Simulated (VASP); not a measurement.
# BiTe (R-3m) in VASP: further runs

The runs below take BiTe through single point, with LDA.

All numbers are computed with VASP 6.6.1; they aren't measurements. Logs are shortened: lines on timing, memory, paths and dates and some standing lists are left out, and cuts for length are marked.

## (1) The cell of the first run

Symmetry: R-3m, No. 166, trigonal system. The conventional cell has a = 4.845 Å, b = 4.845 Å, c = 9.952 Å, α = 90.00°, β = 90.00°, γ = 120.00°. Bi (site symmetry -3m) has 6 Te at 3.25 Å within 4.3 Å. Within 4.3 Å of Te (site symmetry -3m) lie 6 Bi at 3.25 Å.

## (2) Single point, LDA

Input file INCAR:

```
PREC = Accurate
ENCUT = 520
EDIFF = 1E-6
ISMEAR = 1
SIGMA = 0.05
LREAL = F
LASPH = T
NELM = 100
ALGO = Normal
ISIF = 2
LWAVE = F
LCHARG = F
GGA = CA
NBANDS = 18
```

Input file KPOINTS:

```
Automatic mesh
0
Gamma
  7 7 7
```

Input file POSCAR:

```
BiTe
1.0
    2.4227100000      1.3987500000      3.3172900000
   -2.4227100000      1.3987500000      3.3172900000
    0.0000000000     -2.7975000000      3.3172900000
Bi Te
1 1
Direct
    0.5000000000      0.5000000000      0.5000000000
    0.0000000000      0.0000000000      0.0000000000
```

Potentials or basis: VASP PAW LDA potentials, release 64 (Bi_d, Te).

Launch:

```
cat potpaw_LDA.64/Bi_d/POTCAR potpaw_LDA.64/Te/POTCAR > POTCAR
mpirun -np 1 vasp_std > vasp.out
```

OUTCAR:

```text
PREC = Accurate
   ENCUT = 520
   EDIFF = 1E-6
   ISMEAR = 1
   LREAL = F
   LASPH = T
   NELM = 100
   ISIF = 2
   GGA = CA

 ion  position               nearest neighbor table
   1  0.500  0.500  0.500-   2 3.25   2 3.25   2 3.25   2 3.25   2 3.25   2 3.25
   2  0.000  0.000  0.000-   1 3.25   1 3.25   1 3.25   1 3.25   1 3.25   1 3.25

  LATTYP: Found a trigonal (rhomboedric) cell.
 ALAT       =     4.3394052877
 COS(alpha) =     0.3765919129

  Lattice vectors:

 A1 = (   2.4227100000,   1.3987500000,   3.3172900000)
 A2 = (  -2.4227100000,   1.3987500000,   3.3172900000)
 A3 = (   0.0000000000,  -2.7975000000,   3.3172900000)

Analysis of symmetry for initial positions (statically):
=====================================================================
 Subroutine PRICEL returns:
 Original cell was already a primitive cell.

 Routine SETGRP: Setting up the symmetry group for a
 trigonal (rhombohedral) supercell.

 Subroutine GETGRP returns: Found 12 space group operations
 (whereof 12 operations were pure point group operations)
 out of a pool of 12 trial point group operations.

The static configuration has the point symmetry D_3d.

Analysis of symmetry for dynamics (positions and initial velocities):
=====================================================================
 Subroutine PRICEL returns:
 Original cell was already a primitive cell.

 Routine SETGRP: Setting up the symmetry group for a
 trigonal (rhombohedral) supercell.

 Subroutine GETGRP returns: Found 12 space group operations
 (whereof 12 operations were pure point group operations)
 out of a pool of 12 trial point group operations.

The dynamic configuration has the point symmetry D_3d.

 Subroutine INISYM returns: Found 12 space group operations
 (whereof 12 operations are pure point group operations),
 and found     1 'primitive' translations

----------------------------------------------------------------------------------------

                                     Primitive cell

  volume of cell :      67.4491

  direct lattice vectors                    reciprocal lattice vectors
     2.422710000  1.398750000  3.317290000     0.206380458  0.119154007  0.100483628
    -2.422710000  1.398750000  3.317290000    -0.206380458  0.119154007  0.100483628
     0.000000000 -2.797500000  3.317290000     0.000000000 -0.238308013  0.100483628

  length of vectors
     4.339405288  4.339405288  4.339403092     0.258626237  0.258626237  0.258626504

  position of ions in fractional coordinates (direct lattice)
     0.500000000  0.500000000  0.500000000
     0.000000000  0.000000000  0.000000000

  ion indices of the primitive-cell ions
   primitive index   ion index
                 1           1
                 2           2

----------------------------------------------------------------------------------------

 KPOINTS: Automatic mesh

Automatic generation of k-mesh.
 Grid dimensions read from file:
 generate k-points for:    7    7    7

 Generating k-lattice:

  Cartesian coordinates                     Fractional coordinates (reciprocal lattice)
     0.029482923  0.017022001  0.014354804     0.142857143 -0.000000000  0.000000000
    -0.029482923  0.017022001  0.014354804    -0.000000000  0.142857143  0.000000000
     0.000000000 -0.034044002  0.014354804     0.000000000  0.000000000  0.142857143

  Length of vectors
     0.036946605  0.036946605  0.036946643

  Shift w.r.t. Gamma in fractional coordinates (k-lattice)
     0.000000000  0.000000000  0.000000000

 Subroutine IBZKPT returns following result:
 ===========================================

 Found     44 irreducible k-points:

 Following reciprocal coordinates:
            Coordinates               Weight
  0.000000  0.000000  0.000000      1.000000
  0.142857  0.000000  0.000000      6.000000
  0.285714  0.000000 -0.000000      6.000000
  0.428571  0.000000  0.000000      6.000000
  0.142857  0.142857  0.000000      6.000000
  0.285714  0.142857  0.000000     12.000000
[... 16 lines left out ...]
  0.285714  0.285714  0.142857      6.000000
  0.428571  0.285714  0.142857     12.000000
 [... further k-points ...]
   k-points           NKPTS =     44   k-points in BZ     NKDIM =     44   number of bands    NBANDS=     18
   number of dos      NEDOS =    301   number of ions     NIONS =      2
   total plane-waves  NPLWV =  32768
   dimension x,y,z NGX =    32 NGY =   32 NGZ =   32
   dimension x,y,z NGXF=    64 NGYF=   64 NGZF=   64
   ions per type =               1   1
   NGX,Y,Z   is equivalent  to a cutoff of  12.26, 12.26, 12.26 a.u.
   NGXF,Y,Z  is equivalent  to a cutoff of  24.52, 24.52, 24.52 a.u.
 SYSTEM =  unknown system
   PREC   = accura    normal or accurate (medium, high low for compatibility)
   ISTART =      0    job   : 0-new  1-cont  2-samecut
   ICHARG =      2    charge: 1-file 2-atom 10-const
   ISPIN  =      1    spin polarized calculation?
   LNONCOLLINEAR =      F non collinear calculations
   LSORBIT =      F    spin-orbit coupling
   LASPH  =      T    aspherical Exc in radial PAW
   ENCUT  =  520.0 eV  38.22 Ry    6.18 a.u.   8.07  8.07  8.07*2*pi/ulx,y,z
   NELM   =    100;   NELMIN=  2; NELMDL= -5     # of ELM steps
   EDIFF  = 0.1E-05   stopping-criterion for ELM
   LREAL  =      F    real-space projection
   EDIFFG = 0.1E-04   stopping-criterion for IOM
   NSW    =      0    number of steps for IOM
   IBRION =     -1    ionic relax: 0-MD 1-quasi-New 2-CG
   NFREE  =      0    steps in history (QN), initial steepest desc. (CG)
   ISIF   =      2    stress and relaxation
   ISYM   =      2    0-nonsym 1-usesym 2-fastsym
   POTIM  = 0.5000    time-step for ionic-motion
   TEBEG  =    0.0;   TEEND  =   0.0 temperature during run
   PSTRESS=    0.0 pullay stress
   NELECT =      21.0000    total number of electrons
   NUPDOWN=      -1.0000    fix difference up-down
   EMIN   =  10.00;   EMAX   =-10.00  energy-range for DOS
   EFERMI =   0.00;   METHOD = LEGACY
   ISMEAR =     1;   SIGMA  =   0.05  broadening in eV -4-tet -1-fermi 0-gaus
   EFERMI_NEDOS =   21; number of points for ismear=-14 and -15
   IALGO  =     38    algorithm
   IMIX   =      4    mixing-type and parameters
     AMIX     =   0.40;   BMIX     =  1.00
     AMIX_MAG =   1.60;   BMIX_MAG =  1.00
  volume/ion in A,a.u.               =      33.72       227.58
  Fermi-wavevector in a.u.,A,eV,Ry     =   1.109573  2.096789 16.750841  1.231152
  Thomas-Fermi vector in A             =   2.246114
   LORBIT       =      0    0 simple, 1 ext, 2 COOP (PROOUT), +10 PAW based schemes
   GGA     = CA    functional components
   LHFCALC =     F    Hartree Fock is set to
   AEXX    =    0.0000 exact exchange contribution
   IVDW    =     0    specifies the selected vdW correction
   LEPSILON=     F    determine dielectric tensor
   LRPA    =     F    only Hartree local field effects (RPA)
 non-spin polarized calculation
 Methfessel and Paxton  Order N= 1 SIGMA  =   0.05
  energy-cutoff  :      520.00
  volume of cell :       67.45
 maximum number of plane-waves:      1827
   NGX = 17   NGY = 17   NGZ = 17

 number of electron      20.9999997 magnetization

 Free energy of the ion-electron system (eV)
  ---------------------------------------------------
  ext. energy  EPLUGINS =         0.00000000
  ---------------------------------------------------
  free energy    TOTEN  =        -8.47440044 eV

  energy without entropy =       -8.47491285  energy(sigma->0) =       -8.47457124

 E-fermi :   6.4996     XC(G=0):  -9.7133

 val. band max:        6.4255721468   @ k =  -0.4286   0.2857   0.2857
 cond. band min:       6.5034933694   @ k =   0.2857   0.2857   0.2857
 fundamental gap:      0.0779212226
 Fermi energy:         6.4995534169

 k-point     1 :       0.0000    0.0000    0.0000
  band No.  band energies     occupation
      1     -16.7055      2.00000
      2     -16.7055      2.00000
      3     -16.6889      2.00000
      4     -16.6888      2.00000
      5     -16.6699      2.00000
      6      -7.0314      2.00000
[... 10 lines left out ...]
     17      13.1259      0.00000
     18      13.3775      0.00000

 k-point     2 :       0.1429    0.0000    0.0000
  band No.  band energies     occupation
      1     -16.7056      2.00000
      2     -16.7053      2.00000
      3     -16.6897      2.00000
      4     -16.6873      2.00000
      5     -16.6695      2.00000
      6      -6.8583      2.00000
[... 10 lines left out ...]
     17      13.6755      0.00000
     18      14.1424      0.00000

 k-point     3 :       0.2857    0.0000   -0.0000
  band No.  band energies     occupation
      1     -16.7060      2.00000
      2     -16.7050      2.00000
      3     -16.6914      2.00000
      4     -16.6841      2.00000
      5     -16.6681      2.00000
      6      -6.3478      2.00000
[... 10 lines left out ...]
     17      15.1171      0.00000
     18      15.9784      0.00000

 k-point     4 :       0.4286    0.0000    0.0000
  band No.  band energies     occupation
      1     -16.7065      2.00000
      2     -16.7051      2.00000
      3     -16.6924      2.00000
      4     -16.6820      2.00000
      5     -16.6663      2.00000
      6      -5.5349      2.00000
[... 375 lines left out ...]
      4     -16.6869      2.00000
      5     -16.6688      2.00000
      6      -6.4271      2.00000
[... 10 lines left out ...]
     17      14.0632      0.00000
     18      14.4592      0.00000

 k-point    23 :       0.2857    0.2857    0.1429
  band No.  band energies     occupation
      1     -16.7095      2.00000
      2     -16.7062      2.00000
      3     -16.6864      2.00000
      4     -16.6792      2.00000
      5     -16.6701      2.00000
      6      -6.3061      2.00000
[... 10 lines left out ...]
     17      15.1554      0.00000
     18      15.3926      0.00000

 k-point    24 :       0.4286    0.2857    0.1429
  band No.  band energies     occupation
      1     -16.7108      2.00000
      2     -16.7060      2.00000
      3     -16.6869      2.00000
      4     -16.6768      2.00000
      5     -16.6687      2.00000
      6      -5.8194      2.00000
[... 10 lines left out ...]
     17      15.5110      0.00000
     18      16.6796      0.00000

 [... further k-points ...]
[... 5 lines left out ...]
  --------------------------------------------------------------------------------------
  -------------------------------------------------------------------------------------
  Total       -1.4480887     -1.4480840     -1.3345394      0.0000000      0.0000000      0.0000000
  in kB      -34.3977088    -34.3975972    -31.7004732      0.0000000      0.0000000      0.0000000
  external PRESSURE =     -33.4985931 kB  Pullay stress =       0.0000000 kB

 VOLUME and BASIS-vectors are now :
 -----------------------------------------------------------------------------
  energy-cutoff  :      520.00
  volume of cell :       67.45
      direct lattice vectors                 reciprocal lattice vectors
     2.422710000  1.398750000  3.317290000     0.206380458  0.119154007  0.100483628
    -2.422710000  1.398750000  3.317290000    -0.206380458  0.119154007  0.100483628
     0.000000000 -2.797500000  3.317290000     0.000000000 -0.238308013  0.100483628

 POSITION                                       TOTAL-FORCE (eV/Angst)
 -----------------------------------------------------------------------------------
      0.00000      0.00000      4.97593         0.000000     -0.000000     -0.000000
      0.00000      0.00000      0.00000        -0.000000      0.000000      0.000000
 -----------------------------------------------------------------------------------
    total drift:                               -0.000000      0.000000     -0.000000

  FREE ENERGIE OF THE ION-ELECTRON SYSTEM (eV)
  ---------------------------------------------------
  free  energy   TOTEN  =        -8.4744004369 eV

  energy  without entropy=       -8.4749128501  energy(sigma->0) =       -8.47457124
```

It took 29 s on 1 thread of Intel Xeon 6975P-C, shared host; peak memory 0.19 GiB.

What came out:

```
Free energy : -8.4744 eV
Pressure    : -3.3 GPa
```

Stress tensor (GPa, compression positive):
```
-3.44  0.00  0.00
 0.00 -3.44  0.00
 0.00  0.00 -3.17
```

Levels at points of the mesh, in eV from the Fermi level:
| k point | band 8 | band 9 | band 10 | band 11 | band 12 | band 13 |
| --- | --- | --- | --- | --- | --- | --- |
| (0.00, 0.00, 0.00) | -2.94 | -2.94 | -1.62 | 1.81 | 2.42 | 2.42 |

Caveat: spin-orbit coupling is left out, which moves the levels of the heavy elements.

## (3) Single point, LDA

Input file INCAR:

```
ALGO     = Normal         # electronic algorithm
EDIFF    = 1E-6           # SCF threshold, eV
ENCUT    = 520            # plane-wave cutoff, eV
ISIF     = 2              # what is computed and relaxed
ISMEAR   = 1              # smearing method
LASPH    = T              # aspherical terms in the spheres
LCHARG   = F              # write CHGCAR
LREAL    = F              # projectors in reciprocal space
LWAVE    = F              # write WAVECAR
NBANDS   = 18             # bands
NELM     = 100            # most SCF steps
PREC     = Accurate       # precision mode
SIGMA    = 0.05           # smearing width, eV
```

Input file KPOINTS:

```
k-points
0
Gamma
  7 7 7
```

POSCAR is that of step 2.

Potentials or basis: VASP PAW LDA potentials, release 64 (Bi_d, Te).

Launch:

```
cat potpaw_LDA.64/Bi_d/POTCAR potpaw_LDA.64/Te/POTCAR > POTCAR
mpirun -np 1 vasp_std > vasp.out
```

It took 28 s on 1 thread of Intel Xeon 6975P-C, shared host; peak memory 0.19 GiB.

Results (log left out):

| Property | Result |
| --- | --- |
| Free energy | -8.4744 eV |
| Pressure | -3.3 GPa |

Stress tensor (GPa, compression positive):
```
-3.44  0.00  0.00
 0.00 -3.44  0.00
 0.00  0.00 -3.17
```

Levels at points of the mesh, in eV from the Fermi level:
| k point | band 8 | band 9 | band 10 | band 11 | band 12 | band 13 |
| --- | --- | --- | --- | --- | --- | --- |
| (0.00, 0.00, 0.00) | -2.94 | -2.94 | -1.62 | 1.81 | 2.42 | 2.42 |

Caveat: spin-orbit coupling is left out, which moves the levels of the heavy elements.
